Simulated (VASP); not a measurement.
Input of a VASP 6.6.1 run:

The input INCAR:

```
SYSTEM = BC7
PREC = Accurate
ENCUT = 520
EDIFF = 1E-7
ISMEAR = 0
SIGMA = 0.15
LREAL = .FALSE.
LASPH = .TRUE.
NELM = 100
ALGO = Normal
ISIF = 2
LWAVE = .FALSE.
LCHARG = .FALSE.
GGA = PS
NBANDS = 26
```

File KPOINTS:

```
regular mesh
0
G
  10 10 10
  0 0 0
```

Contents of POSCAR:

```
BC7
1.0
    3.6009608368      0.0000000000      0.0000000000
    0.0000000000      3.6009608368      0.0000000000
    0.0000000000      0.0000000000      3.6009608368
B C
1 7
Direct
    0.0009571875     -0.0437356954      0.0585252012
   -0.0435972805      0.4759930317      0.5602755186
    0.5054232610      0.5296129673      0.0295835341
    0.5355154118      0.0179670029      0.4570652366
    0.7150589843      0.6364621875      0.2160678873
    0.7863316474      0.3164959003      0.7612926881
    0.2720245444      0.8171556210      0.6785302583
    0.2282862440      0.2500489846      0.2386596757
```

Potentials or basis: VASP PAW PBE potentials, release 64 (B, C).

The run is started by

```console
$ cat potpaw_PBE.64/B/POTCAR potpaw_PBE.64/C/POTCAR > POTCAR
$ mpirun -np 1 vasp_std > vasp.out
```

Predict the pressure.

80.0 GPa.

Predict the band gap on the k mesh.

zero (an odd number of electrons rules out a gap without spin polarisation).

What does it give for the largest force?

39.611 eV/Å.

Stress tensor (GPa, compression positive):
```
 85.43  52.03  24.62
 52.03  53.09  -0.02
 24.62  -0.02 101.62
```

Caveat: the cell differs from its parent crystal (atoms moved at random); the cell stands under pressure; the PAW data sets were made with another functional, which shifts forces and pressure a little.
